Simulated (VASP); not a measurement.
# AlNi in VASP: notebook, part 2 of 2

VASP 6.6.1. The steps go on from the part before.

### 5 Single point, PBEsol (strain +0.080 along x and y, +0.040 along z)

The input, INCAR:

```
SYSTEM = AlNi
PREC = Accurate
ENCUT = 520
EDIFF = 1E-6
ISMEAR = 0
SIGMA = 0.15
LREAL = .False.
LASPH = .True.
NELM = 80
ALGO = Fast
ISIF = 2
LWAVE = .False.
LCHARG = .False.
GGA = PS
NBANDS = 14
```

The input, KPOINTS:

```
regular mesh
0
Gamma
  16 16 16
  0 0 0
```

The input, POSCAR:

```
AlNi
1.0
    3.1114800000      0.0000000000      0.0000000000
    0.0000000000      3.1114800000      0.0000000000
    0.0000000000      0.0000000000      2.9962400000
Al Ni
1 1
Direct
    0.0000000000      0.0000000000      0.0000000000
    0.5000000000      0.5000000000      0.5000000000
```

Potentials or basis: VASP PAW PBE potentials, release 64 (Al, Ni).

Launch:

```
$ cat potpaw_PBE.64/Al/POTCAR potpaw_PBE.64/Ni/POTCAR > POTCAR
$ mpirun -np 1 vasp_std > vasp.out
```

OUTCAR:

```text
SYSTEM = AlNi
   PREC = Accurate
   ENCUT = 520
   EDIFF = 1E-6
   ISMEAR = 0
   LREAL = .False.
   LASPH = .True.
   NELM = 80
   ISIF = 2
   GGA = PS

 ion  position               nearest neighbor table
   1  0.000  0.000  0.000-   2 2.66   2 2.66   2 2.66   2 2.66   2 2.66   2 2.66   2 2.66   2 2.66

   2  0.500  0.500  0.500-   1 2.66   1 2.66   1 2.66   1 2.66   1 2.66   1 2.66   1 2.66   1 2.66

  LATTYP: Found a simple tetragonal cell.
 ALAT       =     3.1114800000
 C/A-ratio  =     0.9629629630

  Lattice vectors:

[... 598 lines left out ...]

  FORCE on cell =-STRESS in cart. coord.  units (eV):
  Direction    XX          YY          ZZ          XY          YZ          ZX
  --------------------------------------------------------------------------------------
  -------------------------------------------------------------------------------------
  Total       -4.2681025     -4.2681025     -3.9555099      0.0000000      0.0000000      0.0000000
  in kB     -235.7408253   -235.7408253   -218.4753467      0.0000000      0.0000000      0.0000000
  external PRESSURE =    -229.9856658 kB  Pullay stress =       0.0000000 kB

 VOLUME and BASIS-vectors are now :
 -----------------------------------------------------------------------------
  energy-cutoff  :      520.00
  volume of cell :       29.01
      direct lattice vectors                 reciprocal lattice vectors
     3.111480000  0.000000000  0.000000000     0.321390464  0.000000000  0.000000000
     0.000000000  3.111480000  0.000000000     0.000000000  0.321390464  0.000000000
     0.000000000  0.000000000  2.996240000     0.000000000  0.000000000  0.333751635

 POSITION                                       TOTAL-FORCE (eV/Angst)
 -----------------------------------------------------------------------------------
      0.00000      0.00000      0.00000         0.000000      0.000000      0.000000
      1.55574      1.55574      1.49812         0.000000      0.000000      0.000000
 -----------------------------------------------------------------------------------
    total drift:                                0.000000      0.000000     -0.000000

  FREE ENERGIE OF THE ION-ELECTRON SYSTEM (eV)
  ---------------------------------------------------
  free  energy   TOTEN  =       -11.1078365763 eV

  energy  without entropy=      -11.0969612373  energy(sigma->0) =      -11.10239891
```

OSZICAR:

```text
N       E                     dE             d eps       ncg     rms          rms(c)
DAV:   1     0.377856779664E+02    0.37786E+02   -0.52420E+03 11460   0.916E+02
DAV:   2    -0.108212855780E+02   -0.48607E+02   -0.43913E+02 12006   0.170E+02
DAV:   3    -0.124702912211E+02   -0.16490E+01   -0.16293E+01 14498   0.353E+01
DAV:   4    -0.124928939736E+02   -0.22603E-01   -0.22596E-01 13634   0.375E+00
DAV:   5    -0.124935840528E+02   -0.69008E-03   -0.69007E-03 14794   0.712E-01    0.115E+01
RMM:   6    -0.156404406702E+02   -0.31469E+01   -0.18544E+01 13622   0.531E+01    0.198E+01
RMM:   7    -0.111588317866E+02    0.44816E+01   -0.54106E+00 12292   0.279E+01    0.132E+00
RMM:   8    -0.111205701678E+02    0.38262E-01   -0.17190E-01 11763   0.399E+00    0.812E-01
RMM:   9    -0.111115547377E+02    0.90154E-02   -0.41536E-02 12357   0.106E+00    0.525E-01
RMM:  10    -0.111078966252E+02    0.36581E-02   -0.52711E-03 13571   0.873E-01    0.882E-02
RMM:  11    -0.111080895577E+02   -0.19293E-03   -0.66246E-04 14326   0.312E-01    0.162E-01
RMM:  12    -0.111078325270E+02    0.25703E-03   -0.56637E-04 14116   0.265E-01    0.318E-02
RMM:  13    -0.111078381910E+02   -0.56640E-05   -0.79856E-05 15007   0.657E-02    0.235E-02
RMM:  14    -0.111078389892E+02   -0.79819E-06   -0.14222E-05 15565   0.281E-02    0.461E-02
RMM:  15    -0.111078364485E+02    0.25407E-05   -0.30634E-06 11331   0.132E-02    0.570E-03
RMM:  16    -0.111078365763E+02   -0.12784E-06   -0.60082E-07  7445   0.719E-03
   1 F= -.11107837E+02 E0= -.11102399E+02  d E =-.108753E-01
```

stdout:

```text
POSCAR found type information on POSCAR AlNi
 POSCAR found :  2 types and       2 ions
 scaLAPACK will be used
 -----------------------------------------------------------------------------
|                                                                             |
|                                                                             |
|     You enforced a specific xc type in the INCAR file but a different       |
|     I HOPE YOU KNOW WHAT YOU ARE DOING!                                     |
|                                                                             |
 -----------------------------------------------------------------------------

 LDA part: xc-table for (Slater+PW92), standard interpolation
 POSCAR, INCAR and KPOINTS ok, starting setup
 FFT: planning ... GRIDC
 FFT: planning ... GRID_SOFT
 FFT: planning ... GRID
 WAVECAR not read
 entering main loop
WARNING in EDDRMM: call to ZHEGV failed, returncode =   8  4     14
WARNING in EDDRMM: call to ZHEGV failed, returncode =   6  3     14
```

It took 1.9 min on 1 thread of Intel Xeon 8259CL, shared host; peak memory 0.27 GiB.

Results:

```
Free energy            : -11.1078 eV
Pressure               : -23.0 GPa
Band gap on the k mesh : zero (an odd number of electrons rules out a gap without spin polarisation)
```

Caveat: the cell differs from its parent crystal (strain +0.080 along x and y, +0.040 along z); the cell stands under tension; the PAW data sets were made with another functional, which shifts forces and pressure a little. Spin polarisation is off, so any magnetic state and its effect on volume and gap are missing.

### 6 Overview

```csv
cell,gap on the mesh (eV),pressure (GPa)
"a = 3.111 Å, 2 atoms",none,-24.8
"a = 3.111, b = 3.111, c = 2.881 Å, 2 atoms",none,-20.0
"a = 2.996, b = 2.996, c = 3.111 Å, 2 atoms",none,-20.4
"a = 3.111, b = 3.111, c = 2.996 Å, 2 atoms",none,-23.0
```

Alike in all rows: task single point; level PBEsol; potentials or basis VASP PAW PBE potentials, release 64 (Al, Ni); no spin polarisation; k mesh 16 × 16 × 16; cutoff (eV) 520; smearing gaussian 0.15 eV.

Caveats: the cell stands under tension; the PAW data sets were made with another functional, which shifts forces and pressure a little.

Absolute energies hang on the potentials; compare differences alone.
